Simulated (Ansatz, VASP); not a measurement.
## One calculation of CdH2O2, two programs

INCAR

```
SYSTEM = CdH2O2
ALGO = Normal
EDIFF = 1E-6
ENCUT = 600
GGA = PS
GGA_COMPAT = .False.
ISIF = 2
ISMEAR = 0
LASPH = .True.
LCHARG = .False.
LREAL = .False.
LWAVE = .False.
NBANDS = 25
NELM = 120
PREC = Accurate
SIGMA = 0.01
```

Contents of KPOINTS:

```
k-points
0
Gamma
  6 6 4
  0 0 0
```

POSCAR

```
CdH2O2
1.0
    3.5617881857      0.0000000000      0.0000000000
   -1.7808940929      3.0845990527      0.0000000000
    0.0000000000      0.0000000000      4.7040781294
Cd H O
1 2 2
Direct
    0.0000000000      0.0000000000      0.0000000000
    0.6666666667      0.3333333333      0.5509607200
    0.3333333333      0.6666666667      0.4490392800
    0.6666666667      0.3333333333      0.7593720000
    0.3333333333      0.6666666667      0.2406280000
```

Input for Ansatz:

```yaml
crystal:
  lattice:
    - [3.5617881857479565, 0.0, 0.0]
    - [-1.7808940928739783, 3.0845990527461886, 0.0]
    - [0.0, 0.0, 4.70407812940583]
  atoms:
    - { symbol: Cd, position: [0.0, 0.0, 0.0] }
    - { symbol: H, position: [0.6666666666666666, 0.3333333333333333, 0.55096072] }
    - { symbol: H, position: [0.3333333333333333, 0.6666666666666666, 0.44903928] }
    - { symbol: O, position: [0.6666666666666666, 0.3333333333333333, 0.759372] }
    - { symbol: O, position: [0.3333333333333333, 0.6666666666666666, 0.240628] }
basis:
  ecutwfc: 462.593566181796
kpoints:
  mp_grid:
    grid: [6, 6, 4]
hamiltonian:
  xc: pbesol
  pseudopotentials:
    kind: paw
scf:
  convergence:
    dr2_threshold: 1.0e-07
  occupations:
    method: fixed
output:
  stress: true
```

Alike in both runs: task single point; functional PBEsol; k mesh 6 × 6 × 4; no spin polarisation.

|  | VASP | Ansatz |
| --- | --- | --- |
| version | VASP 6.6.1 | Ansatz 0.2.0 |
| potentials or method | VASP PAW PBE potentials, release 64 (Cd_sv_GW, H, O), cutoff 600 eV | plane waves, PAW |
| occupations | gaussian, width 0.01 eV | fixed |
| valence electrons in the cell | 34 | 34 |

```tsv
	VASP	Ansatz	Ansatz less VASP
pressure (GPa)	-4.9	-4.6	+0.33
traceless stress, the component that is largest in VASP (GPa)	0.56	0.03	-0.529
```

VASP's potentials were made for PBE, not for PBEsol. Ansatz's warnings: stress scf threshold loose.
